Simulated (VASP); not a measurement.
# PbS (Cmc2_1) in VASP: further runs

Runs on PbS. Level: PBEsol. Tasks: single point.

All numbers are computed with VASP 6.6.1; they aren't measurements. Logs are shortened: lines on timing, memory, paths and dates and some standing lists are left out, and cuts for length are marked.

**1. The cell of the first run**

It takes space group Cmc2_1 (No. 36, orthorhombic). The conventional cell has a = 4.030 Å, b = 6.986 Å, c = 7.406 Å, α = 90.00°, β = 90.00°, γ = 90.00°. Pb (site symmetry m) has 6 S at 2.78 to 3.19 Å and 2 Pb at 3.70 Å within 3.8 Å. S (site symmetry m) has 6 Pb at 2.78 to 3.19 Å within 3.7 Å.

**2. Single point, PBEsol**

Input file INCAR:

```
PREC = Accurate ; ENCUT = 520
EDIFF = 1E-7 ; ISMEAR = 0
SIGMA = 0.01 ; LREAL = F
LASPH = T ; NELM = 100
ALGO = Normal ; ISIF = 2
LWAVE = F ; LCHARG = F
GGA = PS ; NBANDS = 28
```

Input file KPOINTS:

```
Automatic mesh
0
Gamma
  6 6 4
```

Input file POSCAR:

```
PbS
1.0
    2.0149516529     -3.4930368189      0.0000000000
    2.0149516529      3.4930368189      0.0000000000
    0.0000000000      0.0000000000      7.4056168500
Pb S
2 2
Direct
    0.0010316600      0.9989683400      0.4867318100
    0.9989683400      0.0010316600      0.9867318100
    0.6671454800      0.3328545200      0.6924681900
    0.3328545200      0.6671454800      0.1924681900
```

Potentials or basis: VASP PAW PBE potentials, release 64 (Pb_d, S).

The run is started by

```
> cat potpaw_PBE.64/Pb_d/POTCAR potpaw_PBE.64/S/POTCAR > POTCAR
> mpirun -np 1 vasp_std > vasp.out
```

OUTCAR:

```text
PREC = Accurate
   ENCUT = 520
   EDIFF = 1E-7
   ISMEAR = 0
   LREAL = F
   LASPH = T
   NELM = 100
   ISIF = 2
   GGA = PS

 ion  position               nearest neighbor table
   1  0.001  0.999  0.487-   3 2.78   3 2.78   3 2.79   4 3.18   4 3.19   4 3.19   2 3.70   2 3.70

   2  0.999  0.001  0.987-   4 2.78   4 2.78   4 2.79   3 3.18   3 3.19   3 3.19   1 3.70   1 3.70

   3  0.667  0.333  0.692-   1 2.78   1 2.78   1 2.79   2 3.18   2 3.19   2 3.19
   4  0.333  0.667  0.192-   2 2.78   2 2.78   2 2.79   1 3.18   1 3.19   1 3.19

  LATTYP: Found a base centered orthorhombic cell.
 ALAT       =     4.0299033058
 B/A-ratio  =     1.7335586260
 C/A-ratio  =     1.8376661394

  Lattice vectors:

 A1 = (   2.0149516529,  -3.4930368189,   0.0000000000)
 A2 = (   2.0149516529,   3.4930368189,   0.0000000000)
 A3 = (   0.0000000000,   0.0000000000,   7.4056168500)

Analysis of symmetry for initial positions (statically):
=====================================================================
 Subroutine PRICEL returns:
 Original cell was already a primitive cell.

 Routine SETGRP: Setting up the symmetry group for a
 base centered orthorhombic supercell.

 Subroutine GETGRP returns: Found  4 space group operations
 (whereof  2 operations were pure point group operations)
 out of a pool of  8 trial point group operations.

The static configuration has the point symmetry C_1h.
 The point group associated with its full space group is C_2v.

Analysis of symmetry for dynamics (positions and initial velocities):
=====================================================================
 Subroutine PRICEL returns:
 Original cell was already a primitive cell.

 Routine SETGRP: Setting up the symmetry group for a
 base centered orthorhombic supercell.

 Subroutine GETGRP returns: Found  4 space group operations
 (whereof  2 operations were pure point group operations)
 out of a pool of  8 trial point group operations.

The dynamic configuration has the point symmetry C_1h.
 The point group associated with its full space group is C_2v.

 Subroutine INISYM returns: Found  4 space group operations
 (whereof  2 operations are pure point group operations),
 and found     1 'primitive' translations

----------------------------------------------------------------------------------------

                                     Primitive cell

  volume of cell :     104.2459

  direct lattice vectors                    reciprocal lattice vectors
     2.014951653 -3.493036819  0.000000000     0.248144912 -0.143141921  0.000000000
     2.014951653  3.493036819  0.000000000     0.248144912  0.143141921  0.000000000
     0.000000000  0.000000000  7.405616850     0.000000000  0.000000000  0.135032641

  length of vectors
     4.032534734  4.032534734  7.405616850     0.286470778  0.286470778  0.135032641

  position of ions in fractional coordinates (direct lattice)
     0.001031660  0.998968340  0.486731810
     0.998968340  0.001031660  0.986731810
     0.667145480  0.332854520  0.692468190
     0.332854520  0.667145480  0.192468190

  ion indices of the primitive-cell ions
   primitive index   ion index
                 1           1
                 2           2
                 3           3
                 4           4

----------------------------------------------------------------------------------------

 KPOINTS: Automatic mesh

Automatic generation of k-mesh.
 Grid dimensions read from file:
 generate k-points for:    6    6    4

 Generating k-lattice:

  Cartesian coordinates                     Fractional coordinates (reciprocal lattice)
     0.041357485 -0.023856987  0.000000000     0.166666667  0.000000000  0.000000000
     0.041357485  0.023856987  0.000000000     0.000000000  0.166666667  0.000000000
     0.000000000  0.000000000  0.033758160     0.000000000  0.000000000  0.250000000

  Length of vectors
     0.047745130  0.047745130  0.033758160

  Shift w.r.t. Gamma in fractional coordinates (k-lattice)
     0.000000000  0.000000000  0.000000000

 Subroutine IBZKPT returns following result:
 ===========================================

 Found     39 irreducible k-points:

 Following reciprocal coordinates:
            Coordinates               Weight
  0.000000  0.000000  0.000000      1.000000
  0.166667  0.000000  0.000000      4.000000
  0.333333  0.000000  0.000000      4.000000
  0.500000 -0.000000  0.000000      2.000000
  0.166667  0.166667  0.000000      2.000000
  0.333333  0.166667  0.000000      4.000000
[... 16 lines left out ...]
  0.333333  0.333333  0.250000      4.000000
  0.500000  0.333333  0.250000      8.000000
 [... further k-points ...]
   k-points           NKPTS =     39   k-points in BZ     NKDIM =     39   number of bands    NBANDS=     28
   number of dos      NEDOS =    301   number of ions     NIONS =      4
   total plane-waves  NPLWV =  50400
   dimension x,y,z NGX =    30 NGY =   30 NGZ =   56
   dimension x,y,z NGXF=    60 NGYF=   60 NGZF=  112
   ions per type =               2   2
   NGX,Y,Z   is equivalent  to a cutoff of  12.37, 12.37, 12.57 a.u.
   NGXF,Y,Z  is equivalent  to a cutoff of  24.74, 24.74, 25.14 a.u.
 SYSTEM =  unknown system
   PREC   = accura    normal or accurate (medium, high low for compatibility)
   ISTART =      0    job   : 0-new  1-cont  2-samecut
   ICHARG =      2    charge: 1-file 2-atom 10-const
   ISPIN  =      1    spin polarized calculation?
   LNONCOLLINEAR =      F non collinear calculations
   LSORBIT =      F    spin-orbit coupling
   LASPH  =      T    aspherical Exc in radial PAW
   ENCUT  =  520.0 eV  38.22 Ry    6.18 a.u.   7.50  7.50 13.77*2*pi/ulx,y,z
   NELM   =    100;   NELMIN=  2; NELMDL= -5     # of ELM steps
   EDIFF  = 0.1E-06   stopping-criterion for ELM
   LREAL  =      F    real-space projection
   EDIFFG = 0.1E-05   stopping-criterion for IOM
   NSW    =      0    number of steps for IOM
   IBRION =     -1    ionic relax: 0-MD 1-quasi-New 2-CG
   NFREE  =      0    steps in history (QN), initial steepest desc. (CG)
   ISIF   =      2    stress and relaxation
   ISYM   =      2    0-nonsym 1-usesym 2-fastsym
   POTIM  = 0.5000    time-step for ionic-motion
   TEBEG  =    0.0;   TEEND  =   0.0 temperature during run
   PSTRESS=    0.0 pullay stress
   NELECT =      40.0000    total number of electrons
   NUPDOWN=      -1.0000    fix difference up-down
   EMIN   =  10.00;   EMAX   =-10.00  energy-range for DOS
   EFERMI =   0.00;   METHOD = LEGACY
   ISMEAR =     0;   SIGMA  =   0.01  broadening in eV -4-tet -1-fermi 0-gaus
   EFERMI_NEDOS =   21; number of points for ismear=-14 and -15
   IALGO  =     38    algorithm
   IMIX   =      4    mixing-type and parameters
     AMIX     =   0.40;   BMIX     =  1.00
     AMIX_MAG =   1.60;   BMIX_MAG =  1.00
  volume/ion in A,a.u.               =      26.06       175.87
  Fermi-wavevector in a.u.,A,eV,Ry     =   1.189621  2.248057 19.254927  1.415197
  Thomas-Fermi vector in A             =   2.325724
   LORBIT       =      0    0 simple, 1 ext, 2 COOP (PROOUT), +10 PAW based schemes
   GGA     = PS    functional components
   LHFCALC =     F    Hartree Fock is set to
   AEXX    =    0.0000 exact exchange contribution
   IVDW    =     0    specifies the selected vdW correction
   LEPSILON=     F    determine dielectric tensor
   LRPA    =     F    only Hartree local field effects (RPA)
 non-spin polarized calculation
 Gauss-broadening in eV      SIGMA  =   0.01
  energy-cutoff  :      520.00
  volume of cell :      104.25
 maximum number of plane-waves:      2826
 NGX is ok and might be reduce to    30
   NGX = 15   NGY = 15   NGZ = 27

 number of electron      39.9999994 magnetization

 Free energy of the ion-electron system (eV)
  ---------------------------------------------------
  ext. energy  EPLUGINS =         0.00000000
  ---------------------------------------------------
  free energy    TOTEN  =       -18.62977899 eV

  energy without entropy =      -18.62977899  energy(sigma->0) =      -18.62977899

 E-fermi :   5.8934     XC(G=0):  -9.8516

 val. band max:        5.8024840263   @ k =   0.3333   0.3333   0.0000
 cond. band min:       6.0280909614   @ k =   0.5000   0.5000   0.0000
 fundamental gap:      0.2256069351
 Fermi energy:         5.8933589869

 k-point     1 :       0.0000    0.0000    0.0000
  band No.  band energies     occupation
      1     -11.1383      2.00000
      2     -11.0873      2.00000
      3     -11.0870      2.00000
      4     -11.0667      2.00000
      5     -11.0664      2.00000
      6     -11.0366      2.00000
[... 20 lines left out ...]
     27      12.7600      0.00000
     28      13.4082      0.00000

 k-point     2 :       0.1667    0.0000    0.0000
  band No.  band energies     occupation
      1     -11.1321      2.00000
      2     -11.1204      2.00000
      3     -11.0774      2.00000
      4     -11.0747      2.00000
      5     -11.0488      2.00000
      6     -11.0480      2.00000
[... 20 lines left out ...]
     27      11.7842      0.00000
     28      12.6488      0.00000

 k-point     3 :       0.3333    0.0000    0.0000
  band No.  band energies     occupation
      1     -11.2000      2.00000
      2     -11.1138      2.00000
      3     -11.1038      2.00000
      4     -11.0677      2.00000
      5     -11.0566      2.00000
      6     -11.0162      2.00000
[... 20 lines left out ...]
     27      12.0014      0.00000
     28      13.6118      0.00000

 k-point     4 :       0.5000   -0.0000    0.0000
  band No.  band energies     occupation
      1     -11.2361      2.00000
      2     -11.1191      2.00000
      3     -11.1093      2.00000
      4     -11.0693      2.00000
      5     -11.0563      2.00000
      6     -11.0244      2.00000
[... 578 lines left out ...]
     27      12.0403      0.00000
     28      13.4007      0.00000

 k-point    23 :       0.3333    0.3333    0.2500
  band No.  band energies     occupation
      1     -11.1634      2.00000
      2     -11.1633      2.00000
      3     -11.0715      2.00000
      4     -11.0544      2.00000
      5     -11.0541      2.00000
      6     -11.0236      2.00000
[... 20 lines left out ...]
     27      13.1117      0.00000
     28      13.1191      0.00000

 k-point    24 :       0.5000    0.3333    0.2500
  band No.  band energies     occupation
      1     -11.1940      2.00000
      2     -11.1291      2.00000
      3     -11.0817      2.00000
      4     -11.0659      2.00000
      5     -11.0476      2.00000
      6     -11.0275      2.00000
[... 20 lines left out ...]
     27      12.1654      0.00000
     28      13.3620      0.00000

 [... further k-points ...]

------------------------ aborting loop because EDIFF is reached ----------------------------------------

  FORCE on cell =-STRESS in cart. coord.  units (eV):
  Direction    XX          YY          ZZ          XY          YZ          ZX
  --------------------------------------------------------------------------------------
  -------------------------------------------------------------------------------------
  Total        1.0099785      0.9866580      1.1511061      0.0000000      0.0000000      0.0000000
  in kB       15.5225714     15.1641546     17.6915920      0.0000000      0.0000000      0.0000000
  external PRESSURE =      16.1261060 kB  Pullay stress =       0.0000000 kB

 VOLUME and BASIS-vectors are now :
 -----------------------------------------------------------------------------
  energy-cutoff  :      520.00
  volume of cell :      104.25
      direct lattice vectors                 reciprocal lattice vectors
     2.014951653 -3.493036819  0.000000000     0.248144912 -0.143141921  0.000000000
     2.014951653  3.493036819  0.000000000     0.248144912  0.143141921  0.000000000
     0.000000000  0.000000000  7.405616850     0.000000000  0.000000000  0.135032641

 POSITION                                       TOTAL-FORCE (eV/Angst)
 -----------------------------------------------------------------------------------
      2.01495      3.48583      3.60455         0.000000      0.009276     -0.231449
      2.01495     -3.48583      7.30736         0.000000     -0.009276     -0.231449
      2.01495     -1.16769      5.12815         0.000000     -0.004814      0.231449
      2.01495      1.16769      1.42535         0.000000      0.004814      0.231449
 -----------------------------------------------------------------------------------
    total drift:                               -0.000000      0.000000      0.000069

  FREE ENERGIE OF THE ION-ELECTRON SYSTEM (eV)
  ---------------------------------------------------
  free  energy   TOTEN  =       -18.6297789861 eV

  energy  without entropy=      -18.6297789861  energy(sigma->0) =      -18.62977899
```

It took 51 s on 1 thread of Intel Xeon 6975P-C (Granite Rapids), shared host; peak memory 0.26 GiB.

Results:

| Quantity | Value |
| --- | --- |
| Free energy | -18.6298 eV |
| Pressure | 1.6 GPa |
| Largest force | 0.232 eV/Å |
| Band gap on the k mesh | 0.23 eV (least direct gap 1.19 eV) |

Forces in eV/Å, atoms in the order of the input:
```
Pb   0.000  0.009 -0.231
Pb   0.000 -0.009 -0.231
S    0.000 -0.005  0.231
S    0.000  0.005  0.231
```

Stress tensor (GPa, compression positive):
```
1.55 0.00 0.00
0.00 1.52 0.00
0.00 0.00 1.77
```

Caveat: the PAW data sets were made with another functional, which shifts forces and pressure a little; spin-orbit coupling is left out, which moves the levels of the heavy elements.

**3. Single point, PBEsol**

This run uses another cell than the first one, of 26.62 Å³/atom.

Input file INCAR:

```
SYSTEM = PbS
PREC = Accurate
ENCUT = 520
EDIFF = 1E-6
ISMEAR = 0
SIGMA = 0.01
LREAL = .False.
LASPH = .True.
NELM = 60
ALGO = Normal
ISIF = 2
LWAVE = .False.
LCHARG = .True.
GGA = PS
LELF = .True.
LVHAR = .True.
NBANDS = 28
```

Input file KPOINTS:

```
Automatic mesh
0
Gamma
  6 6 4
  0 0 0
```

Input file POSCAR:

```
PbS
1.0
    2.0291419208     -3.5176364803      0.0000000000
    2.0291419208      3.5176364803      0.0000000000
    0.0000000000      0.0000000000      7.4577707996
Pb S
2 2
Direct
    0.0010316600      0.9989683400      0.4867318100
    0.9989683400      0.0010316600      0.9867318100
    0.6671454800      0.3328545200      0.6924681900
    0.3328545200      0.6671454800      0.1924681900
```

Potentials or basis: VASP PAW PBE potentials, release 64 (Pb_d, S).

The run is started by

```
> cat potpaw_PBE.64/Pb_d/POTCAR potpaw_PBE.64/S/POTCAR > POTCAR
> mpirun -np 1 vasp_std > vasp.out
```

Run time: 43 s. Hardware: 1 thread of Intel Xeon 6975P-C (Granite Rapids), shared host; peak memory 0.26 GiB.

The run converged. Its results:

- Free energy: -18.6442 eV
- Pressure: 0.3 GPa
- Largest force: 0.149 eV/Å
- Band gap on the k mesh: 0.29 eV (least direct gap 1.17 eV)

Forces on the atoms (eV/Å):
```
Pb   0.000  0.008 -0.149
Pb   0.000 -0.008 -0.149
S    0.000 -0.004  0.149
S    0.000  0.004  0.149
```

Levels at points of the mesh, in eV from the valence-band top:
```tsv
k point	band 16	band 17	band 18	band 19	band 20	band 21	band 22	band 23	band 24	band 25
(0.00, 0.00, 0.00)	-2.02	-2.02	-1.65	-1.64	-0.21	0.96	3.39	3.39	3.80	3.83
(0.50, 0.00, 0.00)	-4.30	-3.18	-2.00	-1.63	-0.96	0.29	2.33	2.68	3.86	4.09
(0.50, 0.50, 0.00)	-4.31	-3.17	-2.00	-1.64	-0.95	0.29	2.34	2.69	3.86	4.07
(0.00, 0.00, 0.50)	-1.83	-1.83	-1.83	-1.46	-1.46	2.52	2.52	3.48	3.48	3.49
(0.50, 0.00, 0.50)	-3.50	-2.68	-2.68	-2.57	-2.57	2.26	2.26	3.22	3.22	3.79
(0.50, 0.50, 0.50)	-3.50	-2.68	-2.68	-2.57	-2.57	2.26	2.26	3.23	3.23	3.80
```

Caveat: the PAW data sets were made with another functional, which shifts forces and pressure a little; spin-orbit coupling is left out, which moves the levels of the heavy elements. A k mesh can miss the band edges.

**4. Single point, PBEsol**

This run uses another cell than the first one, of 27.17 Å³/atom.

Input file INCAR:

```
PREC = Accurate ; ENCUT = 520
EDIFF = 1E-6 ; ISMEAR = 0
SIGMA = 0.01 ; LREAL = False
LASPH = True ; NELM = 80
ALGO = Normal ; ISIF = 2
LWAVE = False ; LCHARG = False
GGA = PS ; NBANDS = 28
```

Input file KPOINTS:

```
regular mesh
0
Gamma
  6 6 4
```

Input file POSCAR:

```
PbS
1.0
    2.0431364452     -3.5418968088      0.0000000000
    2.0431364452      3.5418968088      0.0000000000
    0.0000000000      0.0000000000      7.5092053270
Pb S
2 2
Direct
    0.0010316600      0.9989683400      0.4867318100
    0.9989683400      0.0010316600      0.9867318100
    0.6671454800      0.3328545200      0.6924681900
    0.3328545200      0.6671454800      0.1924681900
```

The run is started by

```
> cat potpaw_PBE.64/Pb_d/POTCAR potpaw_PBE.64/S/POTCAR > POTCAR
> mpirun -np 1 vasp_std > vasp.out
```

It took 42 s on 1 thread of Intel Xeon 6975P-C (Granite Rapids), shared host; peak memory 0.27 GiB.

It converged, with:

```
Free energy            : -18.6418 eV
Pressure               : -0.8 GPa
Largest force          : 0.072 eV/Å
Band gap on the k mesh : 0.34 eV (least direct gap 1.16 eV)
```

Forces in eV/Å, atoms in the order of the input:
```
Pb   0.000  0.007 -0.071
Pb   0.000 -0.007 -0.071
S    0.000 -0.004  0.071
S    0.000  0.004  0.071
```

Stress tensor (GPa, compression positive):
```
-0.74  0.00  0.00
 0.00 -0.78  0.00
 0.00  0.00 -0.86
```

Levels at points of the mesh, in eV from the valence-band top:
| k point | band 18 | band 19 | band 20 | band 21 | band 22 | band 23 |
| --- | --- | --- | --- | --- | --- | --- |
| (0.00, 0.00, 0.00) | -1.56 | -1.56 | -0.20 | 0.96 | 3.42 | 3.42 |
| (0.50, 0.00, 0.00) | -1.91 | -1.56 | -0.93 | 0.35 | 2.37 | 2.72 |
| (0.50, 0.50, 0.00) | -1.91 | -1.56 | -0.91 | 0.34 | 2.39 | 2.73 |
| (0.00, 0.00, 0.50) | -1.74 | -1.42 | -1.42 | 2.54 | 2.54 | 3.50 |
| (0.50, 0.00, 0.50) | -2.56 | -2.48 | -2.48 | 2.30 | 2.30 | 3.24 |
| (0.50, 0.50, 0.50) | -2.56 | -2.47 | -2.47 | 2.29 | 2.29 | 3.24 |

Caveat: the PAW data sets were made with another functional, which shifts forces and pressure a little; spin-orbit coupling is left out, which moves the levels of the heavy elements. A k mesh can miss the band edges.

**5. The runs side by side**

```csv
cell,gap on the mesh (eV),pressure (GPa),largest force (eV/Å)
"a = 4.033, b = 4.033, c = 7.406 Å, angles 90.0, 90.0, 120.0°, 4 atoms",0.23,1.6,0.23
"a = 4.061, b = 4.061, c = 7.458 Å, angles 90.0, 90.0, 120.0°, 4 atoms",0.29,0.3,0.15
"a = 4.089, b = 4.089, c = 7.509 Å, angles 90.0, 90.0, 120.0°, 4 atoms",0.34,-0.8,0.07
```

Alike in all rows: task single point; level PBEsol; potentials or basis VASP PAW PBE potentials, release 64 (Pb_d, S); no spin polarisation; k mesh 6 × 6 × 4; cutoff (eV) 520; smearing gaussian 0.01 eV.

Caveats: the PAW data sets were made with another functional, which shifts forces and pressure a little; spin-orbit coupling is left out, which moves the levels of the heavy elements.

Total energies depend on the potentials used, so only differences within one code and one set of settings carry meaning.
